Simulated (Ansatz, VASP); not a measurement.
# Sc2BSb3: VASP beside Ansatz

INCAR

```
SYSTEM = Sc2BSb3
ALGO = Normal
EDIFF = 1E-6
EDIFFG = -0.04
ENCUT = 600
GGA = PE
IBRION = 2
ISIF = 3
ISMEAR = 0
LASPH = .TRUE.
LCHARG = .FALSE.
LREAL = .FALSE.
LWAVE = .FALSE.
NELM = 80
NSW = 90
PREC = Accurate
SIGMA = 0.1
```

KPOINTS

```
k-points
0
G
  4 4 2
  0 0 0
```

The input POSCAR:

```
Sc2BSb3
1.0
    3.8397055500      0.0000000000      0.0000000000
    0.0000000000      3.8397055500      0.0000000000
    0.0000000000      0.0000000000      8.3429263800
Sc B Sb
2 1 3
Direct
    0.5000000000      0.0000000000      0.2626059900
    0.0000000000      0.5000000000      0.7373940100
    0.0000000000      0.0000000000      0.0000000000
    0.5000000000      0.0000000000      0.6250519800
    0.0000000000      0.5000000000      0.3749480200
    0.5000000000      0.5000000000      0.0000000000
```

Input for Ansatz:

```yaml
crystal:
  lattice:
    - [3.83970555, 0.0, 0.0]
    - [0.0, 3.83970555, 0.0]
    - [0.0, 0.0, 8.34292638]
  atoms:
    - { symbol: Sc, position: [0.5, 0.0, 0.26260599] }
    - { symbol: Sc, position: [0.0, 0.5, 0.73739401] }
    - { symbol: B, position: [0.0, 0.0, 0.0] }
    - { symbol: Sb, position: [0.5, 0.0, 0.62505198] }
    - { symbol: Sb, position: [0.0, 0.5, 0.37494802] }
    - { symbol: Sb, position: [0.5, 0.5, 0.0] }
basis:
  ecutwfc: 420
kpoints:
  mp_grid: { grid: [4, 4, 2] }
hamiltonian:
  xc: pbe
scf:
  occupations: { method: gaussian, width: 0.1 }
  lower_state_search: "off"
output:
  forces: true
  stress: true
  eigenvalues: true
relax:
  adjacent_minimum: "off"
  f_tol: 0.04
  max_steps: 70
  cell: { stress_tol: 0.4 }
```

Change from the starting cell: species swapped into the Ti2CuSb3 type (P-4m2, No. 115).

Alike in both runs: task relaxation of cell and atoms; functional PBE; k mesh 4 × 4 × 2; occupations gaussian, width 0.1 eV; no spin polarisation.

```csv
,VASP,Ansatz
version,VASP 6.6.1,Ansatz 0.2.0
potentials or method,"VASP PAW PBE potentials, release 64 (Sc_sv, B, Sb), cutoff 600 eV","scalar-relativistic, plane waves, PAW"
valence electrons in the cell,40,70
```

Ansatz gave:

```
gap on the k mesh at the Fermi level, each at its own relaxed structure (eV) : none
relaxed volume (Å³/atom)                                                     : 20.88
relaxed cell length with the largest relative difference (Å)                 : 8.820
```

Task: What did VASP give for the same quantities?

Result: gap on the k mesh at the Fermi level, each at its own relaxed structure (eV): none; relaxed volume (Å³/atom): 20.84; relaxed cell length with the largest relative difference (Å): 8.809.

A gap of «none» marks a metal or a gap that the smearing closes. VASP's potentials hold 40 valence electrons a cell and Ansatz's 70, so a difference there can come from the potentials and not from the codes.

The k mesh is coarse, so the values compare programs but aren't converged. Neither program's run includes spin-orbit coupling.
